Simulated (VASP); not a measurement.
Set up this calculation in VASP 6.6.1, as the native input.

```yaml
Task: single point
Functional: LDA
Potentials_or_basis: VASP PAW LDA potentials, release 64 (In_d)
Cutoff: 520 eV
k_mesh: 10 × 10 × 10
Occupations: fermi-dirac, width 0.15 eV
Spin: no spin polarisation
Dipole_correction: no
Further_INCAR_settings: ALGO = Normal; EDIFF = 1e-06; NBANDS = 26
```

The structure of In lies in POSCAR:

```
In
1.0
    1.6696400000      0.9639700000      8.2074600000
   -1.6696400000      0.9639700000      8.2074600000
    0.0000000000     -1.9279300000      8.2074600000
In
3
Direct
    0.0000000000      0.0000000000      0.0000000000
    0.7780100000      0.7780100000      0.7780100000
    0.2219900000      0.2219900000      0.2219900000
```

These files were run (other wordings do the same):

INCAR

```
SYSTEM = In
  PREC = Accurate
  ENCUT = 520
  EDIFF = 1E-6
  ISMEAR = -1
  SIGMA = 0.15
  LREAL = .FALSE.
  LASPH = .TRUE.
  NELM = 100
  ALGO = Normal
  ISIF = 2
  LWAVE = .FALSE.
  LCHARG = .FALSE.
  NBANDS = 26
```

KPOINTS

```
Automatic mesh
0
G
  10 10 10
  0 0 0
```

Potentials or basis: VASP PAW LDA potentials, release 64 (In_d).

Run with:

```console
$ cat potpaw_LDA.64/In_d/POTCAR > POTCAR
$ mpirun -np 1 vasp_std > vasp.out
```

It gave:

The pressure is -2.8 GPa and the largest force is 0.018 eV/Å. The band gap on the k mesh is zero (an odd number of electrons rules out a gap without spin polarisation).

Caveat: spin-orbit coupling is left out, which moves the levels of the heavy elements.

It took 13 min on 1 thread of Intel(R) Xeon(R) Platinum 8488C (Sapphire Rapids) (shared host), peak memory 0.51 GiB.
